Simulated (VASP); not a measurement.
# BaTiO3 (P4mm) in VASP: single point with PBE

Aim: the single point of BaTiO3 with PBE.

Program: VASP 6.6.1. These are calculated values, not measurements. Logs are shortened: lines on timing, memory, paths and dates and some standing lists are left out, and cuts for length are marked.

## (1) The cell of the first run

It takes space group P4mm (No. 99, tetragonal). The conventional cell has a = 4.000 Å, b = 4.000 Å, c = 4.018 Å, α = 90.00°, β = 90.00°, γ = 90.00°. Within 3.7 Å of Ba (site symmetry 4mm) lie 12 O at 2.79 to 2.88 Å and 8 Ti at 3.45 to 3.49 Å. Ti (site symmetry 4mm) has 6 O at 1.89 to 2.13 Å within 2.5 Å. Within 2.5 Å of O (site symmetry 4mm) lie 2 Ti at 1.89 to 2.13 Å. Within 2.7 Å of O (site symmetry 2mm) lie 2 Ti at 2.00 Å.

## (2) Single point, PBE, collinear spin, ferromagnetic start

The input, INCAR:

```
PREC = Accurate ; ENCUT = 520
EDIFF = 1E-6 ; ISMEAR = -1
SIGMA = 0.02 ; LREAL = F
LASPH = T ; NELM = 150
ALGO = Normal ; ISIF = 2
LWAVE = F ; LCHARG = F
ISPIN = 2 ; MAGMOM = 0 1 0 0 0
LORBIT = 11 ; LMAXMIX = 4
GGA = PE ; NBANDS = 32
```

The input, KPOINTS:

```
Automatic mesh
0
Gamma
  5 5 5
```

The input, POSCAR:

```
BaTiO3
1.0
    3.9998000000      0.0000000000      0.0000000000
    0.0000000000      3.9998000000      0.0000000000
    0.0000000000      0.0000000000      4.0180000000
Ba Ti O
1 1 3
Direct
    0.0000000000      0.0000000000      0.0000000000
    0.5000000000      0.5000000000      0.4900000000
    0.5000000000      0.5000000000      0.0190000000
    0.5000000000      0.0000000000      0.5170000000
    0.0000000000      0.5000000000      0.5170000000
```

Potentials or basis: VASP PAW PBE potentials, release 64 (Ba_sv, Ti_sv, O).

The run is started by

```
$ cat potpaw_PBE.64/Ba_sv/POTCAR potpaw_PBE.64/Ti_sv/POTCAR potpaw_PBE.64/O/POTCAR > POTCAR
$ mpirun -np 1 vasp_std > vasp.out
```

OUTCAR:

```text
PREC = Accurate
   ENCUT = 520
   EDIFF = 1E-6
   ISMEAR = -1
   LREAL = F
   LASPH = T
   NELM = 150
   ISIF = 2
   ISPIN = 2
   LORBIT = 11
   GGA = PE

 ion  position               nearest neighbor table
   1  0.000  0.000  0.000-   4 2.79   5 2.79   5 2.79   4 2.79   3 2.83   3 2.83   3 2.83   3 2.83
                             4 2.88   5 2.88   5 2.88   4 2.88   2 3.45   2 3.45   2 3.45   2 3.45
   2  0.500  0.500  0.490-   3 1.89   4 2.00   5 2.00   4 2.00   5 2.00   3 2.13   1 3.45   1 3.45
                             1 3.45   1 3.45   1 3.49   1 3.49   1 3.49   1 3.49
   3  0.500  0.500  0.019-   2 1.89   2 2.13   1 2.83   1 2.83   1 2.83   1 2.83
   4  0.500  0.000  0.517-   2 2.00   2 2.00   1 2.79   1 2.79   1 2.88   1 2.88
   5  0.000  0.500  0.517-   2 2.00   2 2.00   1 2.79   1 2.79   1 2.88   1 2.88

  LATTYP: Found a simple tetragonal cell.
 ALAT       =     3.9998000000
 C/A-ratio  =     1.0045502275

  Lattice vectors:

 A1 = (   3.9998000000,   0.0000000000,   0.0000000000)
 A2 = (   0.0000000000,   3.9998000000,   0.0000000000)
 A3 = (   0.0000000000,   0.0000000000,   4.0180000000)

Analysis of symmetry for initial positions (statically):
=====================================================================
 Subroutine PRICEL returns:
 Original cell was already a primitive cell.

 Routine SETGRP: Setting up the symmetry group for a
 simple tetragonal supercell.

 Subroutine GETGRP returns: Found  8 space group operations
 (whereof  8 operations were pure point group operations)
 out of a pool of 16 trial point group operations.

The static configuration has the point symmetry C_4v.

Analysis of symmetry for dynamics (positions and initial velocities):
=====================================================================
 Subroutine PRICEL returns:
 Original cell was already a primitive cell.

 Routine SETGRP: Setting up the symmetry group for a
 simple tetragonal supercell.

 Subroutine GETGRP returns: Found  8 space group operations
 (whereof  8 operations were pure point group operations)
 out of a pool of 16 trial point group operations.

The dynamic configuration has the point symmetry C_4v.

Analysis of structural, dynamic, and magnetic symmetry:
=====================================================================
 Subroutine PRICEL returns:
 Original cell was already a primitive cell.

 Routine SETGRP: Setting up the symmetry group for a
 simple tetragonal supercell.

 Subroutine GETGRP returns: Found  8 space group operations
 (whereof  8 operations were pure point group operations)
 out of a pool of 16 trial point group operations.

The overall configuration has the point symmetry C_4v.

 Subroutine INISYM returns: Found  8 space group operations
 (whereof  8 operations are pure point group operations),
 and found     1 'primitive' translations

----------------------------------------------------------------------------------------

                                     Primitive cell

  volume of cell :      64.2816

  direct lattice vectors                    reciprocal lattice vectors
     3.999800000  0.000000000  0.000000000     0.250012501  0.000000000  0.000000000
     0.000000000  3.999800000  0.000000000     0.000000000  0.250012501  0.000000000
     0.000000000  0.000000000  4.018000000     0.000000000  0.000000000  0.248880040

  length of vectors
     3.999800000  3.999800000  4.018000000     0.250012501  0.250012501  0.248880040

  position of ions in fractional coordinates (direct lattice)
     0.000000000  0.000000000  0.000000000
     0.500000000  0.500000000  0.490000000
     0.500000000  0.500000000  0.019000000
     0.500000000  0.000000000  0.517000000
     0.000000000  0.500000000  0.517000000

  ion indices of the primitive-cell ions
   primitive index   ion index
                 1           1
                 2           2
                 3           3
                 4           4
                 5           5

----------------------------------------------------------------------------------------

 KPOINTS: Automatic mesh

Automatic generation of k-mesh.
 Grid dimensions read from file:
 generate k-points for:    5    5    5

 Generating k-lattice:

  Cartesian coordinates                     Fractional coordinates (reciprocal lattice)
     0.050002500  0.000000000  0.000000000     0.200000000  0.000000000  0.000000000
     0.000000000  0.050002500  0.000000000     0.000000000  0.200000000  0.000000000
     0.000000000  0.000000000  0.049776008     0.000000000  0.000000000  0.200000000

  Length of vectors
     0.050002500  0.050002500  0.049776008

  Shift w.r.t. Gamma in fractional coordinates (k-lattice)
     0.000000000  0.000000000  0.000000000

 Subroutine IBZKPT returns following result:
 ===========================================

 Found     18 irreducible k-points:

 Following reciprocal coordinates:
            Coordinates               Weight
  0.000000  0.000000  0.000000      1.000000
  0.200000  0.000000  0.000000      4.000000
  0.400000  0.000000  0.000000      4.000000
  0.200000  0.200000  0.000000      4.000000
  0.400000  0.200000  0.000000      8.000000
  0.400000  0.400000  0.000000      4.000000
[... 10 lines left out ...]
  0.400000  0.200000  0.400000     16.000000
  0.400000  0.400000  0.400000      8.000000
   k-points           NKPTS =     18   k-points in BZ     NKDIM =     18   number of bands    NBANDS=     32
   number of dos      NEDOS =    301   number of ions     NIONS =      5
   total plane-waves  NPLWV =  27000
   dimension x,y,z NGX =    30 NGY =   30 NGZ =   30
   dimension x,y,z NGXF=    60 NGYF=   60 NGZF=   60
   ions per type =               1   1   3
   NGX,Y,Z   is equivalent  to a cutoff of  12.47, 12.47, 12.41 a.u.
   NGXF,Y,Z  is equivalent  to a cutoff of  24.94, 24.94, 24.83 a.u.
 SYSTEM =  unknown system
   PREC   = accura    normal or accurate (medium, high low for compatibility)
   ISTART =      0    job   : 0-new  1-cont  2-samecut
   ICHARG =      2    charge: 1-file 2-atom 10-const
   ISPIN  =      2    spin polarized calculation?
   LNONCOLLINEAR =      F non collinear calculations
   LSORBIT =      F    spin-orbit coupling
   LASPH  =      T    aspherical Exc in radial PAW
   ENCUT  =  520.0 eV  38.22 Ry    6.18 a.u.   7.44  7.44  7.47*2*pi/ulx,y,z
   NELM   =    150;   NELMIN=  2; NELMDL= -5     # of ELM steps
   EDIFF  = 0.1E-05   stopping-criterion for ELM
   LREAL  =      F    real-space projection
   EDIFFG = 0.1E-04   stopping-criterion for IOM
   NSW    =      0    number of steps for IOM
   IBRION =     -1    ionic relax: 0-MD 1-quasi-New 2-CG
   NFREE  =      0    steps in history (QN), initial steepest desc. (CG)
   ISIF   =      2    stress and relaxation
   ISYM   =      2    0-nonsym 1-usesym 2-fastsym
   POTIM  = 0.5000    time-step for ionic-motion
   TEBEG  =    0.0;   TEEND  =   0.0 temperature during run
   PSTRESS=    0.0 pullay stress
   NELECT =      40.0000    total number of electrons
   NUPDOWN=      -1.0000    fix difference up-down
   EMIN   =  10.00;   EMAX   =-10.00  energy-range for DOS
   EFERMI =   0.00;   METHOD = LEGACY
   ISMEAR =    -1;   SIGMA  =   0.02  broadening in eV -4-tet -1-fermi 0-gaus
   EFERMI_NEDOS =   21; number of points for ismear=-14 and -15
   IALGO  =     38    algorithm
   IMIX   =      4    mixing-type and parameters
     AMIX     =   0.40;   BMIX     =  1.00
     AMIX_MAG =   1.60;   BMIX_MAG =  1.00
  volume/ion in A,a.u.               =      12.86        86.76
  Fermi-wavevector in a.u.,A,eV,Ry     =   1.397653  2.641181 26.578078  1.953434
  Thomas-Fermi vector in A             =   2.520888
   LORBIT       =     11    0 simple, 1 ext, 2 COOP (PROOUT), +10 PAW based schemes
   GGA     = PE    functional components
   LHFCALC =     F    Hartree Fock is set to
   AEXX    =    0.0000 exact exchange contribution
   IVDW    =     0    specifies the selected vdW correction
   LEPSILON=     F    determine dielectric tensor
   LRPA    =     F    only Hartree local field effects (RPA)
 spin polarized calculation
  energy-cutoff  :      520.00
  volume of cell :       64.28
 maximum number of plane-waves:      1759
 NGX is ok and might be reduce to    30
   NGX = 15   NGY = 15   NGZ = 15

 number of electron      39.9999977 magnetization       0.0001184

 number of electron      39.9999977 magnetization      -0.0000077

 Free energy of the ion-electron system (eV)
  ---------------------------------------------------
  ext. energy  EPLUGINS =         0.00000000
  ---------------------------------------------------
  free energy    TOTEN  =       -39.98084094 eV

  energy without entropy =      -39.98084094  energy(sigma->0) =      -39.98084094

 E-fermi :   4.2938     XC(G=0): -11.2423

 val. band max:        3.6881649285   @ k =   0.4000   0.4000   0.4000
 cond. band min:       5.6170244840   @ k =   0.0000   0.0000   0.0000
 fundamental gap:      1.9288595555
 Fermi energy:         4.2937881749

 spin component 1

 k-point     1 :       0.0000    0.0000    0.0000
  band No.  band energies     occupation
      1     -52.7567      1.00000
      2     -28.9972      1.00000
      3     -28.9678      1.00000
      4     -28.9678      1.00000
      5     -21.0128      1.00000
      6     -13.0746      1.00000
[... 24 lines left out ...]
     31      12.3453      0.00000
     32      18.5479      0.00000

 k-point     2 :       0.2000    0.0000    0.0000
  band No.  band energies     occupation
      1     -52.7563      1.00000
      2     -28.9965      1.00000
      3     -28.9860      1.00000
      4     -28.9671      1.00000
      5     -20.9722      1.00000
      6     -13.1179      1.00000
[... 24 lines left out ...]
     31      12.7542      0.00000
     32      18.3674      0.00000
[... 523 lines left out ...]
     31      16.4227      0.00000
     32      18.1452      0.00000

 k-point    18 :       0.4000    0.4000    0.4000
  band No.  band energies     occupation
      1     -52.7540      1.00000
      2     -29.0376      1.00000
      3     -29.0103      1.00000
      4     -29.0102      1.00000
      5     -20.7722      1.00000
      6     -12.3716      1.00000
[... 24 lines left out ...]
     31      16.3818      0.00000
     32      18.8042      0.00000
 Fermi energy:         4.2937881749

 spin component 2

 k-point     1 :       0.0000    0.0000    0.0000
  band No.  band energies     occupation
      1     -52.7567      1.00000
      2     -28.9972      1.00000
      3     -28.9678      1.00000
      4     -28.9678      1.00000
      5     -21.0128      1.00000
      6     -13.0746      1.00000
[... 24 lines left out ...]
     31      12.3453      0.00000
     32      18.5479      0.00000

 k-point     2 :       0.2000    0.0000    0.0000
  band No.  band energies     occupation
      1     -52.7564      1.00000
      2     -28.9966      1.00000
      3     -28.9860      1.00000
      4     -28.9672      1.00000
      5     -20.9722      1.00000
      6     -13.1179      1.00000
[... 24 lines left out ...]
     31      12.7542      0.00000
     32      18.3674      0.00000
[... 523 lines left out ...]
     31      16.4227      0.00000
     32      18.1452      0.00000

 k-point    18 :       0.4000    0.4000    0.4000
  band No.  band energies     occupation
      1     -52.7540      1.00000
      2     -29.0376      1.00000
      3     -29.0103      1.00000
      4     -29.0102      1.00000
      5     -20.7722      1.00000
      6     -12.3716      1.00000
[... 24 lines left out ...]
     31      16.3817      0.00000
     32      18.8043      0.00000

------------------------ aborting loop because EDIFF is reached ----------------------------------------

  FORCE on cell =-STRESS in cart. coord.  units (eV):
  Direction    XX          YY          ZZ          XY          YZ          ZX
  --------------------------------------------------------------------------------------
  -------------------------------------------------------------------------------------
  Total        1.5640327      1.5640327      1.9466539      0.0000000      0.0000000      0.0000000
  in kB       38.9825219     38.9825219     48.5191113      0.0000000      0.0000000      0.0000000
  external PRESSURE =      42.1613850 kB  Pullay stress =       0.0000000 kB

 VOLUME and BASIS-vectors are now :
 -----------------------------------------------------------------------------
  energy-cutoff  :      520.00
  volume of cell :       64.28
      direct lattice vectors                 reciprocal lattice vectors
     3.999800000  0.000000000  0.000000000     0.250012501  0.000000000  0.000000000
     0.000000000  3.999800000  0.000000000     0.000000000  0.250012501  0.000000000
     0.000000000  0.000000000  4.018000000     0.000000000  0.000000000  0.248880040

 POSITION                                       TOTAL-FORCE (eV/Angst)
 -----------------------------------------------------------------------------------
      0.00000      0.00000      0.00000         0.000000     -0.000000      0.074771
      1.99990      1.99990      1.96882         0.000000      0.000000     -0.132808
      1.99990      1.99990      0.07634         0.000000     -0.000000      0.280141
      1.99990      0.00000      2.07731         0.000000     -0.000000     -0.111052
      0.00000      1.99990      2.07731        -0.000000     -0.000000     -0.111052
 -----------------------------------------------------------------------------------
    total drift:                                0.000000      0.000000      0.000140

  FREE ENERGIE OF THE ION-ELECTRON SYSTEM (eV)
  ---------------------------------------------------
  free  energy   TOTEN  =       -39.9808409388 eV

  energy  without entropy=      -39.9808409388  energy(sigma->0) =      -39.98084094

 total charge

# of ion       s       p       d       tot
------------------------------------------
    1        2.008   5.652   0.330   7.991
    2        2.212   6.270   1.720  10.202
    3        1.566   3.468   0.000   5.035
    4        1.564   3.468   0.000   5.032
    5        1.564   3.468   0.000   5.032
--------------------------------------------------
tot          8.914  22.326   2.050  33.290

 magnetization (x)

# of ion       s       p       d       tot
------------------------------------------
    1        0.000   0.000  -0.000   0.000
    2        0.000   0.000  -0.000  -0.000
    3       -0.000   0.000   0.000  -0.000
    4       -0.000   0.000   0.000  -0.000
    5       -0.000   0.000   0.000  -0.000
--------------------------------------------------
tot          0.000   0.000  -0.000  -0.000
```

Wall time 74 s (1 thread of AMD EPYC 7R43 (Zen 3), shared host); peak memory 0.19 GiB.

What came out:

```
Free energy                                           : -39.9808 eV
Pressure                                              : 4.2 GPa
Largest force                                         : 0.280 eV/Å
Band gap on the k mesh                                : 1.93 eV, indirect (least direct gap 2.06 eV)
Net moment                                            : 0.00 μB per cell
Valence electrons inside the program's atomic spheres : Ba 7.99; Ti 10.20; O 5.04, 5.03
```

Forces on the atoms (eV/Å):
```
Ba   0.000  0.000  0.075
Ti   0.000  0.000 -0.133
O    0.000  0.000  0.280
O    0.000  0.000 -0.111
O    0.000  0.000 -0.111
```

Caveat: spin-orbit coupling is left out, which moves the levels of the heavy elements. A k mesh can miss the band edges.
